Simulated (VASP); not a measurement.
# Al (Fm-3m) in VASP: notebook

The runs below take Al through relaxation of cell and atoms, with LDA.

Program: VASP 6.6.1. These are calculated values, not measurements. Logs are shortened: lines on timing, memory, paths and dates and some standing lists are left out, and cuts for length are marked.

## (1) The cell of the first run

It takes space group Fm-3m (No. 225, cubic). Conventional cell: a = 3.982 Å, b = 3.982 Å, c = 3.982 Å, α = 90.00°, β = 90.00°, γ = 90.00°. Within 3.7 Å of Al (site symmetry m-3m) lie 12 Al at 2.82 Å.

## (2) Relaxation of cell and atoms, LDA, target pressure 4 GPa, at which the enthalpy is minimised

The input, INCAR:

```
SYSTEM = Al
ALGO = Normal
EDIFF = 1E-6
EDIFFG = -0.002
ENCUT = 600
GGA = CA
IBRION = 2
ISIF = 3
ISMEAR = -1
LASPH = .TRUE.
LCHARG = .FALSE.
LREAL = .FALSE.
LWAVE = .FALSE.
NELM = 100
NSW = 100
PREC = Accurate
PSTRESS = 40.0
SIGMA = 0.05
```

The input, KPOINTS:

```
k-points
0
G
  24 24 24
  0 0 0
```

The input, POSCAR:

```
Al
1.0
    0.0000000000      1.9911919821      1.9911919821
    1.9911919821      0.0000000000      1.9911919821
    1.9911919821      1.9911919821      0.0000000000
Al
1
Direct
    0.0000000000      0.0000000000      0.0000000000
```

Potentials or basis: VASP PAW LDA potentials, release 64 (Al).

Command:

```bash
$ cat potpaw_LDA.64/Al/POTCAR > POTCAR
$ mpirun -np 1 vasp_std > vasp.out
```

OUTCAR:

```text
SYSTEM = Al
   EDIFF = 1E-6
   EDIFFG = -0.002
   ENCUT = 600
   GGA = CA
   IBRION = 2
   ISIF = 3
   ISMEAR = -1
   LASPH = .TRUE.
   LREAL = .FALSE.
   NELM = 100
   NSW = 100
   PREC = Accurate
   PSTRESS = 40.0

 ion  position               nearest neighbor table
   1  0.000  0.000  0.000-

  LATTYP: Found a face centered cubic cell.
 ALAT       =     3.9823839642

  Lattice vectors:

 A1 = (   0.0000000000,   1.9911919821,   1.9911919821)
 A2 = (   1.9911919821,   0.0000000000,   1.9911919821)
 A3 = (   1.9911919821,   1.9911919821,   0.0000000000)

Analysis of symmetry for initial positions (statically):
=====================================================================
 Subroutine PRICEL returns:
 Original cell was already a primitive cell.

 Routine SETGRP: Setting up the symmetry group for a
 face centered cubic supercell.

 Subroutine GETGRP returns: Found 48 space group operations
 (whereof 48 operations were pure point group operations)
 out of a pool of 48 trial point group operations.

The static configuration has the point symmetry O_h .

Analysis of symmetry for dynamics (positions and initial velocities):
=====================================================================
 Subroutine PRICEL returns:
 Original cell was already a primitive cell.

 Routine SETGRP: Setting up the symmetry group for a
 face centered cubic supercell.

 Subroutine GETGRP returns: Found 48 space group operations
 (whereof 48 operations were pure point group operations)
 out of a pool of 48 trial point group operations.

The dynamic configuration has the point symmetry O_h .

 Subroutine INISYM returns: Found 48 space group operations
 (whereof 48 operations are pure point group operations),
 and found     1 'primitive' translations

----------------------------------------------------------------------------------------

                                     Primitive cell

  volume of cell :      15.7895

  direct lattice vectors                    reciprocal lattice vectors
     0.000000000  1.991191982  1.991191982    -0.251105873  0.251105873  0.251105873
     1.991191982  0.000000000  1.991191982     0.251105873 -0.251105873  0.251105873
     1.991191982  1.991191982  0.000000000     0.251105873  0.251105873 -0.251105873

  length of vectors
     2.815970706  2.815970706  2.815970706     0.434928129  0.434928129  0.434928129

  position of ions in fractional coordinates (direct lattice)
     0.000000000  0.000000000  0.000000000

  ion indices of the primitive-cell ions
   primitive index   ion index
                 1           1

----------------------------------------------------------------------------------------

 KPOINTS: k-points

Automatic generation of k-mesh.
 Grid dimensions read from file:
 generate k-points for:   24   24   24

 Generating k-lattice:

  Cartesian coordinates                     Fractional coordinates (reciprocal lattice)
    -0.010462745  0.010462745  0.010462745     0.041666667  0.000000000  0.000000000
     0.010462745 -0.010462745  0.010462745     0.000000000  0.041666667  0.000000000
     0.010462745  0.010462745 -0.010462745     0.000000000  0.000000000  0.041666667

  Length of vectors
     0.018122005  0.018122005  0.018122005

  Shift w.r.t. Gamma in fractional coordinates (k-lattice)
     0.000000000  0.000000000  0.000000000

 Subroutine IBZKPT returns following result:
 ===========================================

 Found    413 irreducible k-points:

 Following reciprocal coordinates:
            Coordinates               Weight
  0.000000  0.000000  0.000000      1.000000
  0.041667  0.000000  0.000000      8.000000
  0.083333  0.000000  0.000000      8.000000
  0.125000  0.000000  0.000000      8.000000
  0.166667  0.000000  0.000000      8.000000
  0.208333  0.000000  0.000000      8.000000
[... 16 lines left out ...]
  0.416667  0.041667  0.000000     24.000000
  0.458333  0.041667  0.000000     24.000000
 [... further k-points ...]
   k-points           NKPTS =    413   k-points in BZ     NKDIM =    413   number of bands    NBANDS=      5
   number of dos      NEDOS =    301   number of ions     NIONS =      1
   total plane-waves  NPLWV =  13824
   dimension x,y,z NGX =    24 NGY =   24 NGZ =   24
   dimension x,y,z NGXF=    48 NGYF=   48 NGZF=   48
   ions per type =               1
   NGX,Y,Z   is equivalent  to a cutoff of  14.17, 14.17, 14.17 a.u.
   NGXF,Y,Z  is equivalent  to a cutoff of  28.34, 28.34, 28.34 a.u.
 SYSTEM =  Al
   PREC   = accura    normal or accurate (medium, high low for compatibility)
   ISTART =      0    job   : 0-new  1-cont  2-samecut
   ICHARG =      2    charge: 1-file 2-atom 10-const
   ISPIN  =      1    spin polarized calculation?
   LNONCOLLINEAR =      F non collinear calculations
   LSORBIT =      F    spin-orbit coupling
   LASPH  =      T    aspherical Exc in radial PAW
   ENCUT  =  600.0 eV  44.10 Ry    6.64 a.u.   5.62  5.62  5.62*2*pi/ulx,y,z
   NELM   =    100;   NELMIN=  2; NELMDL= -5     # of ELM steps
   EDIFF  = 0.1E-05   stopping-criterion for ELM
   LREAL  =      F    real-space projection
   EDIFFG = -.2E-02   stopping-criterion for IOM
   NSW    =    100    number of steps for IOM
   IBRION =      2    ionic relax: 0-MD 1-quasi-New 2-CG
   NFREE  =      1    steps in history (QN), initial steepest desc. (CG)
   ISIF   =      3    stress and relaxation
   ISYM   =      2    0-nonsym 1-usesym 2-fastsym
   POTIM  = 0.5000    time-step for ionic-motion
   TEBEG  =    0.0;   TEEND  =   0.0 temperature during run
   PSTRESS=   40.0 pullay stress
   NELECT =       3.0000    total number of electrons
   NUPDOWN=      -1.0000    fix difference up-down
   EMIN   =  10.00;   EMAX   =-10.00  energy-range for DOS
   EFERMI =   0.00;   METHOD = LEGACY
   ISMEAR =    -1;   SIGMA  =   0.05  broadening in eV -4-tet -1-fermi 0-gaus
   EFERMI_NEDOS =   21; number of points for ismear=-14 and -15
   IALGO  =     38    algorithm
   IMIX   =      4    mixing-type and parameters
     AMIX     =   0.40;   BMIX     =  1.00
     AMIX_MAG =   1.60;   BMIX_MAG =  1.00
  volume/ion in A,a.u.               =      15.79       106.55
  Fermi-wavevector in a.u.,A,eV,Ry     =   0.941150  1.778515 12.051538  0.885763
  Thomas-Fermi vector in A             =   2.068632
   LORBIT       =      0    0 simple, 1 ext, 2 COOP (PROOUT), +10 PAW based schemes
   GGA     = CA    functional components
   LHFCALC =     F    Hartree Fock is set to
   AEXX    =    0.0000 exact exchange contribution
   IVDW    =     0    specifies the selected vdW correction
   LEPSILON=     F    determine dielectric tensor
   LRPA    =     F    only Hartree local field effects (RPA)
 conjugate gradient relaxation of ions
 non-spin polarized calculation
  energy-cutoff  :      600.00
  volume of cell :       15.79
 maximum number of plane-waves:       544
   NGX = 11   NGY = 11   NGZ = 11

--------------------------------------- Ionic step        1  -------------------------------------------

 number of electron       3.0000000 magnetization

 Free energy of the ion-electron system (eV)
  ---------------------------------------------------
  ext. energy  EPLUGINS =         0.00000000
  ---------------------------------------------------
  free energy    TOTEN  =        -4.19198230 eV

  energy without entropy =       -4.18824266  energy(sigma->0) =       -4.19011248

------------------------ aborting loop because EDIFF is reached ----------------------------------------

  FORCE on cell =-STRESS in cart. coord.  units (eV):
  Direction    XX          YY          ZZ          XY          YZ          ZX
  --------------------------------------------------------------------------------------
  -------------------------------------------------------------------------------------
  Total        0.0073049      0.0073049      0.0073049     -0.0000000     -0.0000000     -0.0000000
  in kB        0.7412339      0.7412339      0.7412339     -0.0000000     -0.0000000     -0.0000000
  external PRESSURE =     -39.2587661 kB  Pullay stress =      40.0000000 kB
[... 59 lines left out ...]
  enthalpy is  TOTEN    =        -3.8051697486 eV   P V=        0.3725381478

--------------------------------------- Ionic step        3  -------------------------------------------

 number of electron       3.0000000 magnetization

 Free energy of the ion-electron system (eV)
  ---------------------------------------------------
  ext. energy  EPLUGINS =         0.00000000
  ---------------------------------------------------
  free energy    TOTEN  =        -4.18394532 eV

  energy without entropy =       -4.18056657  energy(sigma->0) =       -4.18225594

 E-fermi :   8.7351     XC(G=0): -10.6677

 val. band max:        8.7348438982   @ k =  -0.3750   0.3750   0.0417
 cond. band min:       8.7401230994   @ k =  -0.2500   0.2917   0.1250
 fundamental gap:      0.0052792013
 Fermi energy:         8.7350942096

 k-point     1 :       0.0000    0.0000    0.0000
  band No.  band energies     occupation
      1      -2.9906      2.00000
      2      21.7673      0.00000
      3      21.7673      0.00000
      4      21.7673      0.00000
      5      23.7742      0.00000

 k-point     2 :       0.0417    0.0000    0.0000
  band No.  band energies     occupation
      1      -2.9407      2.00000
      2      20.8116      0.00000
      3      21.6105      0.00000
      4      21.6105      0.00000
      5      24.0097      0.00000
[... 169 lines left out ...]
 k-point    24 :       0.4583    0.0417    0.0000
  band No.  band energies     occupation
      1       2.6010      2.00000
      2       5.6593      2.00000
      3      19.4731      0.00000
      4      19.9620      0.00000
      5      20.8169      0.00000

 [... further k-points ...]
[... 5 lines left out ...]
  --------------------------------------------------------------------------------------
  -------------------------------------------------------------------------------------
  Total        0.3781234      0.3781234      0.3781234      0.0000000      0.0000000      0.0000000
  in kB       40.0331049     40.0331049     40.0331049      0.0000000      0.0000000      0.0000000
  external PRESSURE =       0.0331049 kB  Pullay stress =      40.0000000 kB
[... 16 lines left out ...]
  FREE ENERGIE OF THE ION-ELECTRON SYSTEM (eV)
  ---------------------------------------------------
  free  energy   TOTEN  =        -4.1839453226 eV

  energy  without entropy=       -4.1805665661  energy(sigma->0) =       -4.18225594

  enthalpy is  TOTEN    =        -3.8061346460 eV   P V=        0.3778106766

 reached required accuracy - stopping structural energy minimisation
```

Run time: 14 s. Hardware: 1 thread of Intel Xeon 6975P-C (Granite Rapids), shared host; peak memory 0.16 GiB.

Results:

```
Free energy                                            : -4.1839 eV
Relaxed volume                                         : 15.13 Å³/atom
Relaxed cell                                           : a = 2.776 Å, b = 2.776 Å, c = 2.776 Å, α = 60.00°, β = 60.00°, γ = 60.00°
Space group after relaxing (to 0.05 Å)                 : Fm-3m (No. 225)
Energy change on relaxing (the enthalpy is what falls) : +8.0 meV/atom
Ionic steps                                            : 3
Pressure after relaxing                                : 4.0 GPa
```

The path:
```tsv
step	energy change (eV)	largest force (eV/Å)	pressure (GPa)	volume (Å³)
1	0.0000	0.0000	0.07	15.79
2	0.0143	0.0000	5.48	14.92
3	0.0080	0.0000	4.00	15.13
```

Final structure:
```cif
data_structure
_symmetry_space_group_name_H-M 'P 1'
_symmetry_Int_Tables_number 1
_cell_length_a 2.7764
_cell_length_b 2.7764
_cell_length_c 2.7764
_cell_angle_alpha 60.000
_cell_angle_beta 60.000
_cell_angle_gamma 60.000
_cell_volume 15.13
loop_
_atom_site_label
_atom_site_type_symbol
_atom_site_fract_x
_atom_site_fract_y
_atom_site_fract_z
_atom_site_occupancy
Al1 Al 0.00000 0.00000 0.00000 1
```

Caveat: the cell is relaxed towards a set pressure, so the enthalpy falls and the energy may rise. LDA usually gives volumes a few per cent too small.

(Continued in part 2 of 2.)
